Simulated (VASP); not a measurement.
Write the native input for VASP 6.6.1 that does the following.

```yaml
Task: single point
Functional: LDA
Potentials_or_basis: VASP PAW LDA potentials, release 64 (Hf_pv, N)
Cutoff: 520 eV
k_mesh: 8 × 8 × 12
Occupations: gaussian, width 0.15 eV
Spin: no spin polarisation
Dipole_correction: no
Further_INCAR_settings: ALGO = Normal; EDIFF = 1e-06; NBANDS = 34
```

The structure of Hf2N lies in POSCAR:

```
Hf2N
1.0
    5.2521585898      0.0000000000      0.0000000000
    0.0000000000      5.2521585898      0.0000000000
    0.0000000000      0.0000000000      3.2005839592
Hf N
4 2
Direct
    0.2954034337      0.2954034337      0.0000000000
    0.7045965663      0.7045965663      0.0000000000
    0.7954034337      0.2045965663      0.5000000000
    0.2045965663      0.7954034337      0.5000000000
    0.0000000000      0.0000000000      0.0000000000
    0.5000000000      0.5000000000      0.5000000000
```

The input as run:

INCAR

```
PREC = Accurate
ENCUT = 520
EDIFF = 1E-6
ISMEAR = 0
SIGMA = 0.15
LREAL = F
LASPH = T
NELM = 80
ALGO = Normal
ISIF = 2
LWAVE = F
LCHARG = T
LELF = T
LVHAR = T
NBANDS = 34
```

KPOINTS

```
regular mesh
0
Gamma
  8 8 12
```

Potentials or basis: VASP PAW LDA potentials, release 64 (Hf_pv, N).

Command:

```bash
$ cat potpaw_LDA.64/Hf_pv/POTCAR potpaw_LDA.64/N/POTCAR > POTCAR
$ mpirun -np 1 vasp_std > vasp.out
```

It gave:

```
Pressure               : -0.2 GPa
Largest force          : 0.006 eV/Å
Band gap on the k mesh : zero (bands 25 and 26 overlap by 2.78 eV)
```

Caveat: spin-orbit coupling is left out, which moves the levels of the heavy elements.

Run time: 2.5 min on 1 thread of Intel(R) Xeon(R) Platinum 8488C (Sapphire Rapids), on a shared host, peak memory 0.34 GiB.
